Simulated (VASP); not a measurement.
# Ga2SnSe4 (P4mm) in VASP: single point with PBE

Aim: the single point of Ga2SnSe4 with PBE.

Program: VASP 6.6.1. These are calculated values, not measurements. Logs are shortened: lines on timing, memory, paths and dates and some standing lists are left out, and cuts for length are marked.

### 1 The cell of the first run

Symmetry: P4mm, No. 99, tetragonal system. Conventional cell: a = 5.962 Å, b = 5.962 Å, c = 5.776 Å, α = 90.00°, β = 90.00°, γ = 90.00°. Within 3.8 Å of Ga (site symmetry 2mm) lie 4 Se at 2.87 Å and 2 Sn at 3.60 Å. Within 3.7 Å of Sn (site symmetry 4mm) lie 4 Se at 2.84 Å and 4 Ga at 3.60 Å. Within 3.7 Å of Se (site symmetry m) lie 1 Sn at 2.84 Å and 2 Ga at 2.87 Å and 4 Se at 2.87 to 3.09 Å.

The cell was built from a structure type or drawn by symmetry, and may not be a known phase.

### 2 Single point, PBE

The input, INCAR:

```
ALGO = Normal
EDIFF = 1E-6
ENCUT = 500
GGA = PE
GGA_COMPAT = False
ISIF = 2
ISMEAR = 0
LASPH = True
LCHARG = True
LELF = True
LREAL = False
LVHAR = True
LWAVE = False
NBANDS = 41
NELM = 120
PREC = Accurate
SIGMA = 0.15
```

The input, KPOINTS:

```
k-points
0
Gamma
  2 2 2
```

The input, POSCAR:

```
Ga2SnSe4
1.0
    5.9619451557      0.0000000000      0.0000000000
    0.0000000000      5.9619451557      0.0000000000
    0.0000000000      0.0000000000      5.7763423939
Ga Sn Se
2 1 4
Direct
    0.5000000000      0.0000000000      0.6684017741
    0.0000000000      0.5000000000      0.6684017741
    0.0000000000      0.0000000000      0.0181489286
    0.7408006477      0.7408006477      0.3315934058
    0.2591993523      0.2591993523      0.3315934058
    0.2591993523      0.7408006477      0.3315934058
    0.7408006477      0.2591993523      0.3315934058
```

Potentials or basis: VASP PAW PBE potentials, release 64 (Ga_d, Sn_d, Se).

The run is started by

```console
$ cat potpaw_PBE.64/Ga_d/POTCAR potpaw_PBE.64/Sn_d/POTCAR potpaw_PBE.64/Se/POTCAR > POTCAR
$ mpirun -np 1 vasp_std > vasp.out
```

OUTCAR:

```text
EDIFF = 1E-6
   ENCUT = 500
   GGA = PE
   ISIF = 2
   ISMEAR = 0
   LASPH = True
   LREAL = False
   NELM = 120
   PREC = Accurate

 ion  position               nearest neighbor table
   1  0.500  0.000  0.668-
   2  0.000  0.500  0.668-
   3  0.000  0.000  0.018-   4 2.84   5 2.84   6 2.84   7 2.84
   4  0.741  0.741  0.332-   3 2.84
   5  0.259  0.259  0.332-   3 2.84
   6  0.259  0.741  0.332-   3 2.84
   7  0.741  0.259  0.332-   3 2.84

  LATTYP: Found a simple tetragonal cell.
 ALAT       =     5.9619451557
 C/A-ratio  =     0.9688687573

  Lattice vectors:

 A1 = (   5.9619451557,   0.0000000000,   0.0000000000)
 A2 = (   0.0000000000,   5.9619451557,   0.0000000000)
 A3 = (   0.0000000000,   0.0000000000,   5.7763423939)

Analysis of symmetry for initial positions (statically):
=====================================================================
 Subroutine PRICEL returns:
 Original cell was already a primitive cell.

 Routine SETGRP: Setting up the symmetry group for a
 simple tetragonal supercell.

 Subroutine GETGRP returns: Found  8 space group operations
 (whereof  8 operations were pure point group operations)
 out of a pool of 16 trial point group operations.

The static configuration has the point symmetry C_4v.

Analysis of symmetry for dynamics (positions and initial velocities):
=====================================================================
 Subroutine PRICEL returns:
 Original cell was already a primitive cell.

 Routine SETGRP: Setting up the symmetry group for a
 simple tetragonal supercell.

 Subroutine GETGRP returns: Found  8 space group operations
 (whereof  8 operations were pure point group operations)
 out of a pool of 16 trial point group operations.

The dynamic configuration has the point symmetry C_4v.

 Subroutine INISYM returns: Found  8 space group operations
 (whereof  8 operations are pure point group operations),
 and found     1 'primitive' translations

----------------------------------------------------------------------------------------

                                     Primitive cell

  volume of cell :     205.3189

  direct lattice vectors                    reciprocal lattice vectors
     5.961945156  0.000000000  0.000000000     0.167730493  0.000000000  0.000000000
     0.000000000  5.961945156  0.000000000     0.000000000  0.167730493  0.000000000
     0.000000000  0.000000000  5.776342394     0.000000000  0.000000000  0.173119932

  length of vectors
     5.961945156  5.961945156  5.776342394     0.167730493  0.167730493  0.173119932

  position of ions in fractional coordinates (direct lattice)
     0.500000000  0.000000000  0.668401774
     0.000000000  0.500000000  0.668401774
     0.000000000  0.000000000  0.018148929
     0.740800648  0.740800648  0.331593406
     0.259199352  0.259199352  0.331593406
     0.259199352  0.740800648  0.331593406
     0.740800648  0.259199352  0.331593406

  ion indices of the primitive-cell ions
   primitive index   ion index
                 1           1
                 2           2
                 3           3
                 4           4
                 5           5
                 6           6
                 7           7

----------------------------------------------------------------------------------------

 KPOINTS: k-points

Automatic generation of k-mesh.
 Grid dimensions read from file:
 generate k-points for:    2    2    2

 Generating k-lattice:

  Cartesian coordinates                     Fractional coordinates (reciprocal lattice)
     0.083865246  0.000000000  0.000000000     0.500000000  0.000000000  0.000000000
     0.000000000  0.083865246  0.000000000     0.000000000  0.500000000  0.000000000
     0.000000000  0.000000000  0.086559966     0.000000000  0.000000000  0.500000000

  Length of vectors
     0.083865246  0.083865246  0.086559966

  Shift w.r.t. Gamma in fractional coordinates (k-lattice)
     0.000000000  0.000000000  0.000000000

 Subroutine IBZKPT returns following result:
 ===========================================

 Found      6 irreducible k-points:

 Following reciprocal coordinates:
            Coordinates               Weight
  0.000000  0.000000  0.000000      1.000000
  0.500000  0.000000  0.000000      2.000000
  0.500000  0.500000  0.000000      1.000000
  0.000000  0.000000  0.500000      1.000000
  0.500000  0.000000  0.500000      2.000000
  0.500000  0.500000  0.500000      1.000000
   k-points           NKPTS =      6   k-points in BZ     NKDIM =      6   number of bands    NBANDS=     41
   number of dos      NEDOS =    301   number of ions     NIONS =      7
   total plane-waves  NPLWV =  96768
   dimension x,y,z NGX =    48 NGY =   48 NGZ =   42
   dimension x,y,z NGXF=    96 NGYF=   96 NGZF=   84
   ions per type =               2   1   4
   NGX,Y,Z   is equivalent  to a cutoff of  13.38, 13.38, 12.09 a.u.
   NGXF,Y,Z  is equivalent  to a cutoff of  26.77, 26.77, 24.18 a.u.
 SYSTEM =  unknown system
   PREC   = accura    normal or accurate (medium, high low for compatibility)
   ISTART =      0    job   : 0-new  1-cont  2-samecut
   ICHARG =      2    charge: 1-file 2-atom 10-const
   ISPIN  =      1    spin polarized calculation?
   LNONCOLLINEAR =      F non collinear calculations
   LSORBIT =      F    spin-orbit coupling
   LASPH  =      T    aspherical Exc in radial PAW
   ENCUT  =  500.0 eV  36.75 Ry    6.06 a.u.  10.87 10.87 10.53*2*pi/ulx,y,z
   NELM   =    120;   NELMIN=  2; NELMDL= -5     # of ELM steps
   EDIFF  = 0.1E-05   stopping-criterion for ELM
   LREAL  =      F    real-space projection
   EDIFFG = 0.1E-04   stopping-criterion for IOM
   NSW    =      0    number of steps for IOM
   IBRION =     -1    ionic relax: 0-MD 1-quasi-New 2-CG
   NFREE  =      0    steps in history (QN), initial steepest desc. (CG)
   ISIF   =      2    stress and relaxation
   ISYM   =      2    0-nonsym 1-usesym 2-fastsym
   POTIM  = 0.5000    time-step for ionic-motion
   TEBEG  =    0.0;   TEEND  =   0.0 temperature during run
   PSTRESS=    0.0 pullay stress
   NELECT =      64.0000    total number of electrons
   NUPDOWN=      -1.0000    fix difference up-down
   EMIN   =  10.00;   EMAX   =-10.00  energy-range for DOS
   EFERMI =   0.00;   METHOD = LEGACY
   ISMEAR =     0;   SIGMA  =   0.15  broadening in eV -4-tet -1-fermi 0-gaus
   EFERMI_NEDOS =   21; number of points for ismear=-14 and -15
   IALGO  =     38    algorithm
   IMIX   =      4    mixing-type and parameters
     AMIX     =   0.40;   BMIX     =  1.00
     AMIX_MAG =   1.60;   BMIX_MAG =  1.00
  volume/ion in A,a.u.               =      29.33       197.94
  Fermi-wavevector in a.u.,A,eV,Ry     =   1.110006  2.097607 16.763909  1.232113
  Thomas-Fermi vector in A             =   2.246552
   LORBIT       =      0    0 simple, 1 ext, 2 COOP (PROOUT), +10 PAW based schemes
   GGA     = PE    functional components
   LHFCALC =     F    Hartree Fock is set to
   AEXX    =    0.0000 exact exchange contribution
   IVDW    =     0    specifies the selected vdW correction
   LEPSILON=     F    determine dielectric tensor
   LRPA    =     F    only Hartree local field effects (RPA)
 non-spin polarized calculation
 Gauss-broadening in eV      SIGMA  =   0.15
  energy-cutoff  :      500.00
  volume of cell :      205.32
 maximum number of plane-waves:      5225
 NGX is ok and might be reduce to    48
   NGX = 21   NGY = 21   NGZ = 21

 number of electron      63.9999996 magnetization

 Free energy of the ion-electron system (eV)
  ---------------------------------------------------
  ext. energy  EPLUGINS =         0.00000000
  ---------------------------------------------------
  free energy    TOTEN  =       -24.77844829 eV

  energy without entropy =      -24.77840657  energy(sigma->0) =      -24.77842743

 E-fermi :   2.9001     XC(G=0):  -8.6601

 val. band max:        2.5054910712   @ k =   0.5000   0.5000   0.5000
 cond. band min:       3.2947804505   @ k =   0.0000   0.0000   0.0000
 fundamental gap:      0.7892893793
 Fermi energy:         2.9001359239

 k-point     1 :       0.0000    0.0000    0.0000
  band No.  band energies     occupation
      1     -18.7934      2.00000
      2     -18.7837      2.00000
      3     -18.7596      2.00000
      4     -18.7596      2.00000
      5     -18.7236      2.00000
      6     -11.6528      2.00000
[... 33 lines left out ...]
     40       6.8362      0.00000
     41       6.8362      0.00000

 k-point     2 :       0.5000    0.0000    0.0000
  band No.  band energies     occupation
      1     -18.7935      2.00000
      2     -18.7836      2.00000
      3     -18.7599      2.00000
      4     -18.7595      2.00000
      5     -18.7235      2.00000
      6     -11.6137      2.00000
[... 33 lines left out ...]
     40       6.8058      0.00000
     41       7.7298      0.00000

 k-point     3 :       0.5000    0.5000    0.0000
  band No.  band energies     occupation
      1     -18.7937      2.00000
      2     -18.7835      2.00000
      3     -18.7598      2.00000
      4     -18.7598      2.00000
      5     -18.7235      2.00000
      6     -11.6225      2.00000
[... 33 lines left out ...]
     40       7.4556      0.00000
     41       8.0399      0.00000

 k-point     4 :       0.0000    0.0000    0.5000
  band No.  band energies     occupation
      1     -18.7933      2.00000
      2     -18.7837      2.00000
      3     -18.7598      2.00000
      4     -18.7598      2.00000
      5     -18.7232      2.00000
      6     -11.6195      2.00000
[... 33 lines left out ...]
     40       6.5717      0.00000
     41       7.3804      0.00000

 k-point     5 :       0.5000    0.0000    0.5000
  band No.  band energies     occupation
      1     -18.7935      2.00000
      2     -18.7836      2.00000
      3     -18.7601      2.00000
      4     -18.7598      2.00000
      5     -18.7231      2.00000
      6     -11.6169      2.00000
[... 33 lines left out ...]
     40       7.0378      0.00000
     41       7.3687      0.00000

 k-point     6 :       0.5000    0.5000    0.5000
  band No.  band energies     occupation
      1     -18.7936      2.00000
      2     -18.7835      2.00000
      3     -18.7600      2.00000
      4     -18.7600      2.00000
      5     -18.7231      2.00000
      6     -11.6273      2.00000
[... 33 lines left out ...]
     40       7.0031      0.00000
     41       8.1356      0.00000

------------------------ aborting loop because EDIFF is reached ----------------------------------------

  FORCE on cell =-STRESS in cart. coord.  units (eV):
  Direction    XX          YY          ZZ          XY          YZ          ZX
  --------------------------------------------------------------------------------------
  -------------------------------------------------------------------------------------
  Total       -0.3788710     -0.3788710     -0.2869575      0.0000000     -0.0000000      0.0000000
  in kB       -2.9564669     -2.9564669     -2.2392330      0.0000000     -0.0000000      0.0000000
  external PRESSURE =      -2.7173890 kB  Pullay stress =       0.0000000 kB

 VOLUME and BASIS-vectors are now :
 -----------------------------------------------------------------------------
  energy-cutoff  :      500.00
  volume of cell :      205.32
      direct lattice vectors                 reciprocal lattice vectors
     5.961945156  0.000000000  0.000000000     0.167730493  0.000000000  0.000000000
     0.000000000  5.961945156  0.000000000     0.000000000  0.167730493  0.000000000
     0.000000000  0.000000000  5.776342394     0.000000000  0.000000000  0.173119932

 POSITION                                       TOTAL-FORCE (eV/Angst)
 -----------------------------------------------------------------------------------
      2.98097      0.00000      3.86092        -0.000000      0.000000     -0.028344
      0.00000      2.98097      3.86092        -0.000000     -0.000000     -0.028344
      0.00000      0.00000      0.10483        -0.000000      0.000000      0.017009
      4.41661      4.41661      1.91540        -0.010997     -0.010997      0.009920
      1.54533      1.54533      1.91540         0.010997      0.010997      0.009920
      1.54533      4.41661      1.91540         0.010997     -0.010997      0.009920
      4.41661      1.54533      1.91540        -0.010997      0.010997      0.009920
 -----------------------------------------------------------------------------------
    total drift:                                0.000000     -0.000000     -0.000498

  FREE ENERGIE OF THE ION-ELECTRON SYSTEM (eV)
  ---------------------------------------------------
  free  energy   TOTEN  =       -24.7784482881 eV

  energy  without entropy=      -24.7784065709  energy(sigma->0) =      -24.77842743
```

Wall time 4 min (1 thread of Intel Xeon 8259CL, shared host); peak memory 0.31 GiB.

Results:

```yaml
Free_energy: -24.7784 eV
Pressure: -0.3 GPa
Largest_force: 0.028 eV/Å
Band_gap_on_the_k_mesh: zero (bands 32 and 33 overlap by 2.31 eV)
```

Forces in eV/Å, atoms in the order of the input:
```
Ga   0.000  0.000 -0.028
Ga   0.000  0.000 -0.028
Sn   0.000  0.000  0.017
Se  -0.011 -0.011  0.010
Se   0.011  0.011  0.010
Se   0.011 -0.011  0.010
Se  -0.011  0.011  0.010
```

Levels at points of the mesh, in eV from the Fermi level:
```tsv
k point	band 30	band 31	band 32	band 33	band 34	band 35
(0.00, 0.00, 0.00)	-0.62	0.39	0.39	1.38	1.38	1.92
(0.50, 0.00, 0.00)	-1.25	-1.25	-0.81	1.31	1.53	1.73
(0.50, 0.50, 0.00)	-2.01	-1.87	-1.58	-1.32	-1.32	1.54
(0.00, 0.00, 0.50)	-0.74	0.99	0.99	1.26	2.15	2.15
(0.50, 0.00, 0.50)	-1.24	-1.06	-0.96	1.78	1.82	1.92
(0.50, 0.50, 0.50)	-2.16	-1.81	-0.94	-0.39	-0.39	2.41
```

Caveat: the k points lie up to 0.54 Å⁻¹ apart, too coarse for converged energies and pressures of a metal; spin-orbit coupling is left out, which moves the levels of the heavy elements.
